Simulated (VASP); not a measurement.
# PbF2 (CdI2 type) (P-3m1) in VASP: single point with PBE

Aim: the single point of PbF2 (CdI2 type) with PBE.

Everything below comes from runs of VASP 6.6.1. Logs are shortened: lines on timing, memory, paths and dates and some standing lists are left out, and cuts for length are marked.

### 1 The cell of the first run

Symmetry: P-3m1, No. 164, trigonal system. Conventional cell: a = 3.982 Å, b = 3.982 Å, c = 5.077 Å, α = 90.00°, β = 90.00°, γ = 120.00°. Within 3.3 Å of Pb (site symmetry -3m) lie 6 F at 2.51 Å. Within 3.3 Å of F (site symmetry 3m) lie 3 Pb at 2.51 Å and 3 F at 3.05 Å.

### 2 Single point, PBE

The input, INCAR:

```
SYSTEM = PbF2
PREC     = Accurate       ! precision mode
ENCUT    = 520            ! plane-wave cutoff, eV
EDIFF    = 1E-7           ! SCF threshold, eV
ISMEAR   = -1             ! smearing method
SIGMA    = 0.05           ! smearing width, eV
LREAL    = .False.        ! projectors in reciprocal space
LASPH    = .True.         ! aspherical terms in the spheres
NELM     = 100            ! most SCF steps
ALGO     = Normal         ! electronic algorithm
ISIF     = 2              ! what is computed and relaxed
LWAVE    = .False.        ! write WAVECAR
LCHARG   = .False.        ! write CHGCAR
GGA      = PE             ! functional
NBANDS   = 21             ! bands
```

The input, KPOINTS:

```
Automatic mesh
0
Gamma
  14 14 8
  0 0 0
```

The input, POSCAR:

```
PbF2
1.0
    3.9817852790      0.0000000000      0.0000000000
   -1.9908926395      3.4483272041      0.0000000000
    0.0000000000      0.0000000000      5.0768288542
Pb F
1 2
Direct
    0.0000000000      0.0000000000      0.0000000000
    0.3333333333      0.6666666667      0.1972964231
    0.6666666667      0.3333333333      0.8027035769
```

Potentials or basis: VASP PAW PBE potentials, release 64 (Pb_d, F).

Launch:

```console
cat potpaw_PBE.64/Pb_d/POTCAR potpaw_PBE.64/F/POTCAR > POTCAR
mpirun -np 1 vasp_std > vasp.out
```

OUTCAR:

```text
SYSTEM = PbF2
   PREC = Accurate
   ENCUT = 520
   EDIFF = 1E-7
   ISMEAR = -1
   LREAL = .False.
   LASPH = .True.
   NELM = 100
   ISIF = 2
   GGA = PE

 ion  position               nearest neighbor table
   1  0.000  0.000  0.000-   2 2.51   3 2.51   3 2.51   2 2.51   3 2.51   2 2.51
   2  0.333  0.667  0.197-   1 2.51   1 2.51   1 2.51
   3  0.667  0.333  0.803-   1 2.51   1 2.51   1 2.51

  LATTYP: Found a hexagonal cell.
 ALAT       =     3.9817852790
 C/A-ratio  =     1.2750132161

  Lattice vectors:

 A1 = (   3.9817852790,   0.0000000000,   0.0000000000)
 A2 = (  -1.9908926395,   3.4483272041,   0.0000000000)
 A3 = (   0.0000000000,   0.0000000000,   5.0768288542)

Analysis of symmetry for initial positions (statically):
=====================================================================
 Subroutine PRICEL returns:
 Original cell was already a primitive cell.

 Routine SETGRP: Setting up the symmetry group for a
 hexagonal supercell.

 Subroutine GETGRP returns: Found 12 space group operations
 (whereof 12 operations were pure point group operations)
 out of a pool of 24 trial point group operations.

The static configuration has the point symmetry D_3d.

Analysis of symmetry for dynamics (positions and initial velocities):
=====================================================================
 Subroutine PRICEL returns:
 Original cell was already a primitive cell.

 Routine SETGRP: Setting up the symmetry group for a
 hexagonal supercell.

 Subroutine GETGRP returns: Found 12 space group operations
 (whereof 12 operations were pure point group operations)
 out of a pool of 24 trial point group operations.

The dynamic configuration has the point symmetry D_3d.

 Subroutine INISYM returns: Found 12 space group operations
 (whereof 12 operations are pure point group operations),
 and found     1 'primitive' translations

----------------------------------------------------------------------------------------

                                     Primitive cell

  volume of cell :      69.7074

  direct lattice vectors                    reciprocal lattice vectors
     3.981785279  0.000000000  0.000000000     0.251143628  0.144997841  0.000000000
    -1.990892639  3.448327204  0.000000000     0.000000000  0.289995682  0.000000000
     0.000000000  0.000000000  5.076828854     0.000000000  0.000000000  0.196973353

[... 75 lines left out ...]
 SYSTEM =  PbF2
   PREC   = accura    normal or accurate (medium, high low for compatibility)
   ISTART =      0    job   : 0-new  1-cont  2-samecut
   ICHARG =      2    charge: 1-file 2-atom 10-const
   ISPIN  =      1    spin polarized calculation?
   LNONCOLLINEAR =      F non collinear calculations
   LSORBIT =      F    spin-orbit coupling
   LASPH  =      T    aspherical Exc in radial PAW
   ENCUT  =  520.0 eV  38.22 Ry    6.18 a.u.   7.40  7.40  9.44*2*pi/ulx,y,z
   NELM   =    100;   NELMIN=  2; NELMDL= -5     # of ELM steps
   EDIFF  = 0.1E-06   stopping-criterion for ELM
   LREAL  =      F    real-space projection
   EDIFFG = 0.1E-05   stopping-criterion for IOM
   NSW    =      0    number of steps for IOM
   IBRION =     -1    ionic relax: 0-MD 1-quasi-New 2-CG
   NFREE  =      0    steps in history (QN), initial steepest desc. (CG)
   ISIF   =      2    stress and relaxation
   ISYM   =      2    0-nonsym 1-usesym 2-fastsym
   POTIM  = 0.5000    time-step for ionic-motion
   TEBEG  =    0.0;   TEEND  =   0.0 temperature during run
   PSTRESS=    0.0 pullay stress
   NELECT =      28.0000    total number of electrons
   NUPDOWN=      -1.0000    fix difference up-down
   EMIN   =  10.00;   EMAX   =-10.00  energy-range for DOS
   EFERMI =   0.00;   METHOD = LEGACY
   ISMEAR =    -1;   SIGMA  =   0.05  broadening in eV -4-tet -1-fermi 0-gaus
   EFERMI_NEDOS =   21; number of points for ismear=-14 and -15
   IALGO  =     38    algorithm
   IMIX   =      4    mixing-type and parameters
     AMIX     =   0.40;   BMIX     =  1.00
     AMIX_MAG =   1.60;   BMIX_MAG =  1.00
  volume/ion in A,a.u.               =      23.24       156.80
  Fermi-wavevector in a.u.,A,eV,Ry     =   1.207910  2.282619 19.851533  1.459046
  Thomas-Fermi vector in A             =   2.343534
   LORBIT       =      0    0 simple, 1 ext, 2 COOP (PROOUT), +10 PAW based schemes
   GGA     = PE    functional components
   LHFCALC =     F    Hartree Fock is set to
   AEXX    =    0.0000 exact exchange contribution
   IVDW    =     0    specifies the selected vdW correction
   LEPSILON=     F    determine dielectric tensor
   LRPA    =     F    only Hartree local field effects (RPA)
 non-spin polarized calculation
  energy-cutoff  :      520.00
  volume of cell :       69.71
 maximum number of plane-waves:      1902
 NGX is ok and might be reduce to    30
   NGX = 15   NGY = 15   NGZ = 19

 number of electron      28.0000010 magnetization

 Free energy of the ion-electron system (eV)
  ---------------------------------------------------
  ext. energy  EPLUGINS =         0.00000000
  ---------------------------------------------------
  free energy    TOTEN  =       -13.94001071 eV

  energy without entropy =      -13.94001071  energy(sigma->0) =      -13.94001071

 E-fermi :   0.9593     XC(G=0):  -7.8331

 val. band max:       -0.2155585017   @ k =   0.3571   0.2857   0.5000
 cond. band min:       2.8322617890   @ k =   0.0000   0.0000   0.5000
 fundamental gap:      3.0478202907
 Fermi energy:         0.9592921063

 k-point     1 :       0.0000    0.0000    0.0000
  band No.  band energies     occupation
      1     -21.0804      2.00000
      2     -20.7332      2.00000
      3     -15.0994      2.00000
      4     -15.0453      2.00000
      5     -15.0453      2.00000
      6     -15.0043      2.00000
[... 565 lines left out ...]
     20      11.1318      0.00000
     21      13.4195      0.00000

 [... further k-points ...]
[... 5 lines left out ...]
  --------------------------------------------------------------------------------------
  -------------------------------------------------------------------------------------
  Total       -0.0576712     -0.0576712     -0.0678719     -0.0000000      0.0000000      0.0000000
  in kB       -1.3255342     -1.3255342     -1.5599901     -0.0000000      0.0000000      0.0000000
  external PRESSURE =      -1.4036862 kB  Pullay stress =       0.0000000 kB

 VOLUME and BASIS-vectors are now :
 -----------------------------------------------------------------------------
  energy-cutoff  :      520.00
  volume of cell :       69.71
      direct lattice vectors                 reciprocal lattice vectors
     3.981785279  0.000000000  0.000000000     0.251143628  0.144997841  0.000000000
    -1.990892639  3.448327204  0.000000000     0.000000000  0.289995682  0.000000000
     0.000000000  0.000000000  5.076828854     0.000000000  0.000000000  0.196973353

 POSITION                                       TOTAL-FORCE (eV/Angst)
 -----------------------------------------------------------------------------------
      0.00000      0.00000      0.00000        -0.000000      0.000000      0.000000
     -0.00000      2.29888      1.00164         0.000000     -0.000000      0.005573
      1.99089      1.14944      4.07519        -0.000000      0.000000     -0.005573
 -----------------------------------------------------------------------------------
    total drift:                                0.000000      0.000000     -0.000000

  FREE ENERGIE OF THE ION-ELECTRON SYSTEM (eV)
  ---------------------------------------------------
  free  energy   TOTEN  =       -13.9400107105 eV

  energy  without entropy=      -13.9400107104  energy(sigma->0) =      -13.94001071
```

Wall time 3.8 min (1 thread of Intel Xeon Platinum 8375C at 2.90GHz (Ice Lake), shared host); peak memory 0.34 GiB.

What came out:

```yaml
Free_energy: -13.9400 eV
Pressure: -0.1 GPa
Largest_force: 0.006 eV/Å
Band_gap_on_the_k_mesh: 3.05 eV, indirect (least direct gap 4.19 eV)
```

Forces in eV/Å, atoms in the order of the input:
```
Pb   0.000  0.000  0.000
F    0.000  0.000  0.006
F    0.000  0.000 -0.006
```

Levels at points of the mesh, in eV from the valence-band top:
```
           k point  band 10  band 11  band 12  band 13  band 14  band 15  band 16  band 17  band 18  band 19
(0.00, 0.00, 0.00)    -2.30    -2.16    -2.16    -1.63    -1.60     4.15     7.51     7.51     7.76    13.22
(0.50, 0.00, 0.00)    -3.07    -2.04    -1.83    -1.70    -0.15     4.54     6.04     7.96     9.23    10.70
(0.00, 0.00, 0.50)    -2.32    -2.13    -2.13    -1.99    -1.14     3.05     7.55     7.55    11.13    12.91
(0.50, 0.00, 0.50)    -3.02    -1.91    -1.88    -1.76    -0.17     4.26     5.65     7.99     9.13    12.56
```

Caveat: spin-orbit coupling is left out, which moves the levels of the heavy elements.
